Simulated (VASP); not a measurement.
Wanted: the native input for a VASP 6.6.1 run.

* Task: single point
* Functional: PBE
* Dispersion: D3(BJ)
* Potentials or basis: VASP PAW PBE potentials, release 64 (Br)
* Cutoff: 520 eV
* k mesh: 22 × 22 × 22
* Occupations: gaussian, width 0.15 eV
* Spin: no spin polarisation
* Dipole correction: no
* Further INCAR settings: ALGO = Normal; EDIFF = 1e-07; NBANDS = 10

The structure of Br lies in POSCAR:

```
Br
1.0
   -1.4453500000      1.4453500000      3.0415500000
    1.4453500000     -1.4453500000      3.0415500000
    1.4453500000      1.4453500000     -3.0415500000
Br
1
Direct
    0.0000000000      0.0000000000      0.0000000000
```

One way to write it, as run:

INCAR

```
  PREC = Accurate
  ENCUT = 520
  EDIFF = 1E-7
  ISMEAR = 0
  SIGMA = 0.15
  LREAL = F
  LASPH = T
  NELM = 80
  ALGO = Normal
  ISIF = 2
  LWAVE = F
  LCHARG = F
  GGA = PE
  IVDW = 12
  NBANDS = 10
```

KPOINTS

```
Automatic mesh
0
Gamma
  22 22 22
```

Potentials or basis: VASP PAW PBE potentials, release 64 (Br).

The run is started by

```bash
$ cat potpaw_PBE.64/Br/POTCAR > POTCAR
$ mpirun -np 1 vasp_std > vasp.out
```

It gave:

```
Pressure                   : 0.3 GPa
Band gap on the k mesh     : zero (an odd number of electrons rules out a gap without spin polarisation)
Dispersion energy per atom : -0.291 eV
```

Caveat: an odd number of electrons without spin polarisation forces a metal; a magnetic or distorted state may lie lower.

It took 2.5 min on 1 thread of Intel(R) Xeon(R) Platinum 8259CL CPU @ 2.50GHz (Skylake/Cascade Lake), on a shared host, peak memory 0.33 GiB.
